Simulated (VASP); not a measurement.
The system is CdH2O2.

```xyz
5
Lattice="3.5020 0.0000 0.0000 -1.7510 3.0328 0.0000 0.0000 0.0000 4.5692" Properties=species:S:1:pos:R:3 pbc="T T T"
Cd    0.0000    0.0000    0.0000
H     1.7510    1.0109    2.4987
H     0.0000    2.0219    2.0704
O     1.7510    1.0109    3.4644
O     0.0000    2.0219    1.1048
```

Base run:

```yaml
Program: VASP 6.6.1
Functional: PBEsol
Potentials_or_basis: VASP PAW PBE potentials, release 64 (Cd, H, O)
Cutoff: 520 eV
k_mesh: 6 × 6 × 4
Occupations: gaussian, width 0.01 eV
Spin: no spin polarisation
```

Its results: band gap on the k mesh 1.62 eV (least direct gap 2.00 eV); pressure 2.1 GPa; largest force 0.729 eV/Å.

Task: The run is repeated on the same cell with these changes: functional from PBEsol to r2SCAN. What comes out?

Result: Band gap on the k mesh 2.27 eV (least direct gap 2.65 eV); pressure 2.1 GPa; largest force 0.101 eV/Å.

Caveats: the PAW data sets were made with another functional, which shifts forces and pressure a little.

A k mesh can miss the band edges.
